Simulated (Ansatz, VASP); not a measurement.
Pt3PbC in VASP and in Ansatz

```
Pt Pb C
1.0
     4.40526    0.00000    0.00000
     0.00000    4.40526    0.00000
     0.00000    0.00000    4.40526
Pt Pb C
3 1 1
Direct
  0.00000 0.50000 0.50000
  0.50000 0.50000 0.00000
  0.50000 0.00000 0.50000
  0.00000 0.00000 0.00000
  0.50000 0.50000 0.50000
```

Alike in both runs: task single point; functional PBE; k mesh 5 × 5 × 5; no spin polarisation.

```csv
,VASP,Ansatz
version,VASP 6.6.1,Ansatz 0.2.0
potentials or method,"VASP PAW PBE potentials, release 64 (Pt, Pb_d, C), cutoff 520 eV","plane waves, PAW"
occupations,"fermi-dirac, width 0.1 eV",fermi-dirac
valence electrons in the cell,48,72
```

|  | VASP | Ansatz | Ansatz less VASP |
| --- | --- | --- | --- |
| pressure (GPa) | -6.6 | -6.5 | +0.11 |

VASP's potentials hold 48 valence electrons a cell and Ansatz's 72, so a difference there can come from the potentials and not from the codes.

Spin-orbit coupling is off throughout.
